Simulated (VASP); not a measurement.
# Te2Mo in VASP: notebook

Runs on Te2Mo. Level: r2SCAN. Tasks: single point.

All numbers are computed with VASP 6.6.1; they aren't measurements. Logs are shortened: lines on timing, memory, paths and dates and some standing lists are left out, and cuts for length are marked.

## Step 1: The cell of the first run

The cell holds a slab with vacuum, 3 atoms: a = 3.560 Å, b = 3.560 Å, c = 17.524 Å, α = 90.00°, β = 90.00°, γ = 120.00°.

## Step 2: Single point, r2SCAN

POSCAR reads:

```
Te2Mo
1.0
    3.5602328140      0.0000000000      0.0000000000
   -1.7801164070      3.0832520603      0.0000000000
    0.0000000000      0.0000000000     17.5240578200
Te Mo
2 1
Direct
    0.3394480945      0.6788961890      0.8959816814
    0.3394480945      0.6788961890      0.1002707814
    0.0000000000      0.0000000000      0.0000000000
```

INCAR.step1 reads:

```
ALGO = Normal ; EDIFF = 1E-4
ENCUT = 520 ; GGA = PE
ISMEAR = 0 ; LASPH = T
LCHARG = F ; LREAL = F
LWAVE = T ; NBANDS = 20
NELM = 80 ; PREC = Accurate
SIGMA = 0.05
```

INCAR.step2 reads:

```
ALGO = Normal ; EDIFF = 1E-6
ENCUT = 520 ; ISIF = 2
ISMEAR = 0 ; ISTART = 1
LASPH = T ; LCHARG = F
LMIXTAU = T ; LREAL = F
LWAVE = F ; METAGGA = R2SCAN
NBANDS = 20 ; NELM = 80
PREC = Accurate ; SIGMA = 0.05
```

KPOINTS reads:

```
k-points
0
Gamma
  12 12 2
```

Potentials or basis: VASP PAW PBE potentials, release 64 (Te, Mo_sv).

Launch:

```bash
$ cat potpaw_PBE.64/Te/POTCAR potpaw_PBE.64/Mo_sv/POTCAR > POTCAR
$ cp INCAR.step1 INCAR
$ mpirun -np 1 vasp_std > vasp.out
$ cp INCAR.step2 INCAR
$ mpirun -np 1 vasp_std > vasp.out
```

OUTCAR:

```text
EDIFF = 1E-6
   ENCUT = 520
   ISIF = 2
   ISMEAR = 0
   ISTART = 1
   LASPH = T
   LREAL = F
   METAGGA = R2SCAN
   NELM = 80
   PREC = Accurate

 ion  position               nearest neighbor table
   1  0.339  0.679  0.896-   3 2.73   3 2.73   3 2.78   2 3.58
   2  0.339  0.679  0.100-   3 2.69   3 2.69   3 2.73   1 3.58
   3  0.000  0.000  0.000-   2 2.69   2 2.69   2 2.73   1 2.73   1 2.73   1 2.78

  LATTYP: Found a hexagonal cell.
 ALAT       =     3.5602328140
 C/A-ratio  =     4.9221662558

  Lattice vectors:

 A1 = (   3.5602328140,   0.0000000000,   0.0000000000)
 A2 = (  -1.7801164070,   3.0832520603,   0.0000000000)
 A3 = (   0.0000000000,   0.0000000000,  17.5240578200)

Analysis of symmetry for initial positions (statically):
=====================================================================
 Subroutine PRICEL returns:
 Original cell was already a primitive cell.

 Routine SETGRP: Setting up the symmetry group for a
 hexagonal supercell.

 Subroutine GETGRP returns: Found  2 space group operations
 (whereof  2 operations were pure point group operations)
 out of a pool of 24 trial point group operations.

The static configuration has the point symmetry C_1h.

Analysis of symmetry for dynamics (positions and initial velocities):
=====================================================================
 Subroutine PRICEL returns:
 Original cell was already a primitive cell.

 Routine SETGRP: Setting up the symmetry group for a
 hexagonal supercell.

 Subroutine GETGRP returns: Found  2 space group operations
 (whereof  2 operations were pure point group operations)
 out of a pool of 24 trial point group operations.

The dynamic configuration has the point symmetry C_1h.

 Subroutine INISYM returns: Found  2 space group operations
 (whereof  2 operations are pure point group operations),
 and found     1 'primitive' translations

----------------------------------------------------------------------------------------

                                     Primitive cell

  volume of cell :     192.3633

  direct lattice vectors                    reciprocal lattice vectors
     3.560232814  0.000000000  0.000000000     0.280880508  0.162166437  0.000000000
    -1.780116407  3.083252060  0.000000000     0.000000000  0.324332873  0.000000000
     0.000000000  0.000000000 17.524057820     0.000000000  0.000000000  0.057064409

  length of vectors
     3.560232814  3.560232814 17.524057820     0.324332873  0.324332873  0.057064409

  position of ions in fractional coordinates (direct lattice)
     0.339448094  0.678896189  0.895981681
     0.339448094  0.678896189  0.100270781
     0.000000000  0.000000000  0.000000000

  ion indices of the primitive-cell ions
   primitive index   ion index
                 1           1
                 2           2
                 3           3

----------------------------------------------------------------------------------------

 KPOINTS: k-points

Automatic generation of k-mesh.
 Grid dimensions read from file:
 generate k-points for:   12   12    2

 Generating k-lattice:

  Cartesian coordinates                     Fractional coordinates (reciprocal lattice)
     0.023406709  0.013513870  0.000000000     0.083333333  0.000000000  0.000000000
     0.000000000  0.027027739  0.000000000     0.000000000  0.083333333  0.000000000
     0.000000000  0.000000000  0.028532204     0.000000000  0.000000000  0.500000000

  Length of vectors
     0.027027739  0.027027739  0.028532204

  Shift w.r.t. Gamma in fractional coordinates (k-lattice)
     0.000000000  0.000000000  0.000000000

 Subroutine IBZKPT returns following result:
 ===========================================

 Found     86 irreducible k-points:

 Following reciprocal coordinates:
            Coordinates               Weight
  0.000000  0.000000  0.000000      1.000000
  0.083333  0.000000  0.000000      4.000000
  0.000000  0.083333  0.000000      2.000000
  0.166667  0.000000  0.000000      4.000000
  0.000000  0.166667  0.000000      2.000000
  0.250000  0.000000  0.000000      4.000000
[... 16 lines left out ...]
 -0.083333  0.416667  0.000000      4.000000
 -0.416667  0.333333  0.000000      4.000000
 [... further k-points ...]
   k-points           NKPTS =     86   k-points in BZ     NKDIM =     86   number of bands    NBANDS=     20
   number of dos      NEDOS =    301   number of ions     NIONS =      3
   total plane-waves  NPLWV = 109760
   dimension x,y,z NGX =    28 NGY =   28 NGZ =  140
   dimension x,y,z NGXF=    56 NGYF=   56 NGZF=  280
   ions per type =               2   1
   NGX,Y,Z   is equivalent  to a cutoff of  13.07, 13.07, 13.28 a.u.
   NGXF,Y,Z  is equivalent  to a cutoff of  26.15, 26.15, 26.56 a.u.
 SYSTEM =  unknown system
   PREC   = accura    normal or accurate (medium, high low for compatibility)
   ISTART =      1    job   : 0-new  1-cont  2-samecut
   ICHARG =      0    charge: 1-file 2-atom 10-const
   ISPIN  =      1    spin polarized calculation?
   LNONCOLLINEAR =      F non collinear calculations
   LSORBIT =      F    spin-orbit coupling
   LASPH  =      T    aspherical Exc in radial PAW
   ENCUT  =  520.0 eV  38.22 Ry    6.18 a.u.   6.62  6.62 32.58*2*pi/ulx,y,z
   NELM   =     80;   NELMIN=  2; NELMDL=  0     # of ELM steps
   EDIFF  = 0.1E-05   stopping-criterion for ELM
   LREAL  =      F    real-space projection
   EDIFFG = 0.1E-04   stopping-criterion for IOM
   NSW    =      0    number of steps for IOM
   IBRION =     -1    ionic relax: 0-MD 1-quasi-New 2-CG
   NFREE  =      0    steps in history (QN), initial steepest desc. (CG)
   ISIF   =      2    stress and relaxation
   ISYM   =      2    0-nonsym 1-usesym 2-fastsym
   POTIM  = 0.5000    time-step for ionic-motion
   TEBEG  =    0.0;   TEEND  =   0.0 temperature during run
   PSTRESS=    0.0 pullay stress
   NELECT =      26.0000    total number of electrons
   NUPDOWN=      -1.0000    fix difference up-down
   EMIN   =  10.00;   EMAX   =-10.00  energy-range for DOS
   EFERMI =   0.00;   METHOD = LEGACY
   ISMEAR =     0;   SIGMA  =   0.05  broadening in eV -4-tet -1-fermi 0-gaus
   EFERMI_NEDOS =   21; number of points for ismear=-14 and -15
   IALGO  =     38    algorithm
   IMIX   =      4    mixing-type and parameters
     AMIX     =   0.40;   BMIX     =  1.00
     AMIX_MAG =   1.60;   BMIX_MAG =  1.00
  volume/ion in A,a.u.               =      64.12       432.71
  Fermi-wavevector in a.u.,A,eV,Ry     =   0.840153  1.587660  9.603777  0.705858
  Thomas-Fermi vector in A             =   1.954489
   LORBIT       =      0    0 simple, 1 ext, 2 COOP (PROOUT), +10 PAW based schemes
   METAGGA = R2SCAN    functional components
   LHFCALC =     F    Hartree Fock is set to
   AEXX    =    0.0000 exact exchange contribution
   IVDW    =     0    specifies the selected vdW correction
   LEPSILON=     F    determine dielectric tensor
   LRPA    =     F    only Hartree local field effects (RPA)
 non-spin polarized calculation
 Gauss-broadening in eV      SIGMA  =   0.05
  energy-cutoff  :      520.00
  volume of cell :      192.36
 maximum number of plane-waves:      5262
   NGX = 13   NGY = 13   NGZ = 65

 number of electron      26.0000001 magnetization

 Free energy of the ion-electron system (eV)
  ---------------------------------------------------
  ext. energy  EPLUGINS =         0.00000000
  ---------------------------------------------------
  free energy    TOTEN  =       -77.74909634 eV

  energy without entropy =      -77.74909634  energy(sigma->0) =      -77.74909634

 E-fermi :   0.3238     XC(G=0):  -4.7705

 val. band max:       -0.0187807073   @ k =   0.3333   0.3333   0.5000
 cond. band min:       1.1078603427   @ k =   0.3333   0.3333   0.0000
 fundamental gap:      1.1266410500
 Fermi energy:         0.3238272071

 k-point     1 :       0.0000    0.0000    0.0000
  band No.  band energies     occupation
      1     -62.6527      2.00000
      2     -36.0739      2.00000
      3     -35.9882      2.00000
      4     -35.9783      2.00000
      5     -13.1230      2.00000
      6     -12.0635      2.00000
[... 12 lines left out ...]
     19       5.2760      0.00000
     20       5.9655      0.00000

 k-point     2 :       0.0833    0.0000    0.0000
  band No.  band energies     occupation
      1     -62.6521      2.00000
      2     -36.0719      2.00000
      3     -35.9958      2.00000
      4     -35.9813      2.00000
      5     -13.0241      2.00000
      6     -11.9970      2.00000
[... 12 lines left out ...]
     19       5.3913      0.00000
     20       6.1307      0.00000

 k-point     3 :       0.0000    0.0833    0.0000
  band No.  band energies     occupation
      1     -62.6521      2.00000
      2     -36.0720      2.00000
      3     -35.9902      2.00000
      4     -35.9868      2.00000
      5     -13.0250      2.00000
      6     -11.9956      2.00000
[... 12 lines left out ...]
     19       5.3899      0.00000
     20       6.1303      0.00000

 k-point     4 :       0.1667    0.0000    0.0000
  band No.  band energies     occupation
      1     -62.6503      2.00000
      2     -36.0666      2.00000
      3     -36.0182      2.00000
      4     -35.9875      2.00000
      5     -12.7369      2.00000
      6     -11.8042      2.00000
[... 12 lines left out ...]
     19       5.7247      0.00000
     20       6.4368      0.00000

 k-point     5 :       0.0000    0.1667    0.0000
  band No.  band energies     occupation
      1     -62.6504      2.00000
      2     -36.0669      2.00000
      3     -36.0097      2.00000
      4     -35.9956      2.00000
      5     -12.7407      2.00000
      6     -11.7985      2.00000
[... 12 lines left out ...]
     19       5.7203      0.00000
     20       6.4319      0.00000
[... 353 lines left out ...]
      6     -11.3026      2.00000
[... 12 lines left out ...]
     19       6.6148      0.00000
     20       6.8971      0.00000

 k-point    22 :       0.3333    0.0833    0.0000
  band No.  band energies     occupation
      1     -62.6444      2.00000
      2     -36.0915      2.00000
      3     -36.0485      2.00000
      4     -36.0111      2.00000
      5     -11.4627      2.00000
      6     -10.9658      2.00000
[... 12 lines left out ...]
     19       6.7453      0.00000
     20       6.9411      0.00000

 k-point    23 :      -0.0833    0.4167    0.0000
  band No.  band energies     occupation
      1     -62.6445      2.00000
      2     -36.0835      2.00000
      3     -36.0491      2.00000
      4     -36.0177      2.00000
      5     -11.4792      2.00000
      6     -10.9422      2.00000
[... 12 lines left out ...]
     19       6.7464      0.00000
     20       6.9265      0.00000

 k-point    24 :      -0.4167    0.3333    0.0000
  band No.  band energies     occupation
      1     -62.6444      2.00000
      2     -36.0936      2.00000
      3     -36.0483      2.00000
      4     -36.0093      2.00000
      5     -11.4589      2.00000
      6     -10.9725      2.00000
[... 12 lines left out ...]
     19       6.7547      0.00000
     20       6.9279      0.00000

 [... further k-points ...]

------------------------ aborting loop because EDIFF is reached ----------------------------------------

  FORCE on cell =-STRESS in cart. coord.  units (eV):
  Direction    XX          YY          ZZ          XY          YZ          ZX
  --------------------------------------------------------------------------------------
  -------------------------------------------------------------------------------------
  Total        0.3394193     -0.1486499      0.1291954      0.0000000     -0.0469636      0.0000000
  in kB        2.8269949     -1.2380924      1.0760580      0.0000000     -0.3911555      0.0000000
  external PRESSURE =       0.8883201 kB  Pullay stress =       0.0000000 kB

 VOLUME and BASIS-vectors are now :
 -----------------------------------------------------------------------------
  energy-cutoff  :      520.00
  volume of cell :      192.36
      direct lattice vectors                 reciprocal lattice vectors
     3.560232814  0.000000000  0.000000000     0.280880508  0.162166437  0.000000000
    -1.780116407  3.083252060  0.000000000     0.000000000  0.324332873  0.000000000
     0.000000000  0.000000000 17.524057820     0.000000000  0.000000000  0.057064409

 POSITION                                       TOTAL-FORCE (eV/Angst)
 -----------------------------------------------------------------------------------
      0.00000      2.09321     15.70123         0.000000     -0.249941      0.315163
      0.00000      2.09321      1.75715        -0.000000     -0.286006      0.408482
      0.00000      0.00000      0.00000         0.000000      0.535947     -0.723644
 -----------------------------------------------------------------------------------
    total drift:                               -0.000000      0.000014      0.000038

  FREE ENERGIE OF THE ION-ELECTRON SYSTEM (eV)
  ---------------------------------------------------
  free  energy   TOTEN  =       -77.7490963396 eV

  energy  without entropy=      -77.7490963396  energy(sigma->0) =      -77.74909634
```

Run time: 22 min. Hardware: 1 thread of Intel Xeon Platinum 8488C (Sapphire Rapids), shared host; peak memory 0.58 GiB.

What came out:

* Free energy: -77.7491 eV
* Largest force: 0.900 eV/Å
* Band gap on the k mesh: 1.13 eV

Forces on the atoms (eV/Å):
```
Te   0.000 -0.250  0.315
Te   0.000 -0.286  0.408
Mo   0.000  0.536 -0.724
```

Caveat: the cell differs from its parent crystal (all Te atoms moved -0.050 Å, as atom 1 towards its neighbour atom 3 (Mo) at 2.726 Å); there is no dipole correction, which matters where the two faces differ; the PAW data sets were made with another functional, which shifts forces and pressure a little; spin-orbit coupling is left out, which moves the levels of the heavy elements.

## Step 3: Single point, r2SCAN

POSCAR reads:

```
Te2Mo
1.0
    3.5602328140      0.0000000000      0.0000000000
   -1.7801164070      3.0832520603      0.0000000000
    0.0000000000      0.0000000000     17.5240578200
Te Mo
2 1
Direct
    0.3302759528      0.6605519055      0.8987923343
    0.3302759528      0.6605519055      0.1030814343
    0.0000000000      0.0000000000      0.0000000000
```

INCAR.step1 reads:

```
SYSTEM = Te2Mo
ALGO = Normal ; EDIFF = 1E-4
ENCUT = 520 ; GGA = PE
ISMEAR = 0 ; LASPH = .TRUE.
LCHARG = .FALSE. ; LREAL = .FALSE.
LWAVE = .TRUE. ; NBANDS = 20
NELM = 60 ; PREC = Accurate
SIGMA = 0.05
```

INCAR.step2 reads:

```
SYSTEM = Te2Mo
ALGO = Normal ; EDIFF = 1E-6
ENCUT = 520 ; ISIF = 2
ISMEAR = 0 ; ISTART = 1
LASPH = .TRUE. ; LCHARG = .FALSE.
LMIXTAU = .TRUE. ; LREAL = .FALSE.
LWAVE = .FALSE. ; METAGGA = R2SCAN
NBANDS = 20 ; NELM = 60
PREC = Accurate ; SIGMA = 0.05
```

KPOINTS reads:

```
k-points
0
G
  12 12 2
  0 0 0
```

Potentials or basis: VASP PAW PBE potentials, release 64 (Te, Mo_sv).

Launch:

```bash
$ cat potpaw_PBE.64/Te/POTCAR potpaw_PBE.64/Mo_sv/POTCAR > POTCAR
$ cp INCAR.step1 INCAR
$ mpirun -np 1 vasp_std > vasp.out
$ cp INCAR.step2 INCAR
$ mpirun -np 1 vasp_std > vasp.out
```

Run time: 18 min. Hardware: 1 thread of Intel Xeon Platinum 8488C (Sapphire Rapids), shared host; peak memory 0.58 GiB.

The run converged. Its results:

| Item | Value |
| --- | --- |
| Free energy | -77.7656 eV |
| Largest force | 0.453 eV/Å |
| Band gap on the k mesh | 1.13 eV |

Forces in eV/Å, atoms in the order of the input:
```
Te   0.000  0.141 -0.207
Te   0.000  0.132 -0.154
Mo   0.000 -0.273  0.361
```

Levels at points of the mesh, in eV from the valence-band top:
```
           k point  band 11  band 12  band 13  band 14  band 15  band 16
(0.00, 0.00, 0.00)    -1.06    -0.96    -0.40     3.10     3.23     3.46
(0.50, 0.00, 0.00)    -1.69    -0.75    -0.46     1.47     1.85     3.52
(0.00, 0.50, 0.00)    -1.73    -0.77    -0.46     1.46     1.84     3.60
(0.00, 0.00, 0.50)    -1.06    -0.96    -0.40     3.10     3.23     3.46
(0.50, 0.00, 0.50)    -1.69    -0.75    -0.46     1.47     1.85     3.52
(0.00, 0.50, 0.50)    -1.73    -0.77    -0.46     1.46     1.84     3.60
```

Caveat: the cell differs from its parent crystal (all Te atoms moved +0.025 Å, as atom 1 towards its neighbour atom 3 (Mo) at 2.726 Å); there is no dipole correction, which matters where the two faces differ; the PAW data sets were made with another functional, which shifts forces and pressure a little; spin-orbit coupling is left out, which moves the levels of the heavy elements.
